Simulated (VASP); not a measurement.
A run of VASP 6.6.1:

File INCAR:

```
PREC = Accurate ; ENCUT = 520
EDIFF = 1E-8 ; ISMEAR = -1
SIGMA = 0.05 ; LREAL = F
LASPH = T ; NELM = 80
ALGO = Normal ; ISIF = 2
LWAVE = F ; LCHARG = F
GGA = PE ; LEFG = T
NBANDS = 15
```

KPOINTS

```
regular mesh
0
Gamma
  11 11 11
```

File POSCAR:

```
CaO
1.0
    0.0000000000      2.6732515112      2.6732515112
    2.6732515112      0.0000000000      2.6732515112
    2.6732515112      2.6732515112      0.0000000000
Ca O
1 1
Direct
    0.0000000000      0.0000000000      0.0000000000
    0.2500000000      0.2500000000      0.2500000000
```

Potentials or basis: VASP PAW PBE potentials, release 64 (Ca_sv, O).

The run is started by

```console
$ cat potpaw_PBE.64/Ca_sv/POTCAR potpaw_PBE.64/O/POTCAR > POTCAR
$ mpirun -np 1 vasp_std > vasp.out
```

Hardware: 1 thread of AMD EPYC 7R13 (shared host).

**Question.** How long does it take, and how much memory?

**Answer.** Wall time 92 s on 1 thread of AMD EPYC 7R13, on a shared host, peak memory 0.15 GiB. Counts: scf iterations 17, k points 56.
